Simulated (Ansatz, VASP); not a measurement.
## Two plane-wave programs on ScGa3

INCAR

```
ALGO = Normal ; EDIFF = 1E-8
ENCUT = 520 ; ISIF = 2
ISMEAR = -1 ; LASPH = True
LCHARG = False ; LEFG = True
LREAL = False ; LWAVE = False
NBANDS = 33 ; NELM = 60
PREC = Accurate ; SIGMA = 0.05
```

KPOINTS

```
k-points
0
Gamma
  9 9 9
```

File POSCAR:

```
ScGa3
1.0
    4.0675159504      0.0000000000      0.0000000000
    0.0000000000      4.0675159504      0.0000000000
    0.0000000000      0.0000000000      4.0675159504
Sc Ga
1 3
Direct
    0.0000000000      0.0000000000      0.0000000000
    0.0000000000      0.5000000000      0.5000000000
    0.5000000000      0.0000000000      0.5000000000
    0.5000000000      0.5000000000      0.0000000000
```

Input for Ansatz:

```yaml
crystal:
  lattice:
    - [4.0675159504, 0.0, 0.0]
    - [0.0, 4.0675159504, 0.0]
    - [0.0, 0.0, 4.0675159504]
  atoms:
    - { symbol: Sc, position: [0.0, 0.0, 0.0] }
    - { symbol: Ga, position: [0.0, 0.5, 0.5] }
    - { symbol: Ga, position: [0.5, 0.0, 0.5] }
    - { symbol: Ga, position: [0.5, 0.5, 0.0] }
kpoints:
  mp_grid: { grid: [9, 9, 9] }
scf:
  occupations: { method: fermi_dirac, width: 0.05 }
hamiltonian:
  xc: lda
  pseudopotentials: { kind: paw }
output:
  forces: true
  stress: true
  eigenvalues: true
  efg: { contact_densities: true }
```

Change from the starting cell: volume scaled by 0.98, PAW files.

Alike in both runs: task electric field gradients; functional LDA; k mesh 9 × 9 × 9; occupations fermi-dirac, width 0.05 eV; no spin polarisation.

|  | VASP | Ansatz |
| --- | --- | --- |
| version | VASP 6.6.1 | Ansatz 0.2.0 |
| potentials or method | VASP PAW LDA potentials, release 64 (Sc_sv, Ga_d) | PAW with Ansatz's default frozen-core files, scalar-relativistic |
| plane-wave cutoff (eV) | 520 | 420 |
| valence electrons in the cell | 50 | 50 |

```tsv
	VASP	Ansatz	Ansatz less VASP
pressure (GPa)	-3.8	-4.1	-0.24
size of Vzz on the site where it differs most (V/Å²)	63.7	66.1	+2.41
```

LDA's correlation is that of Perdew and Zunger in VASP and of Perdew and Wang (1992) in Ansatz.
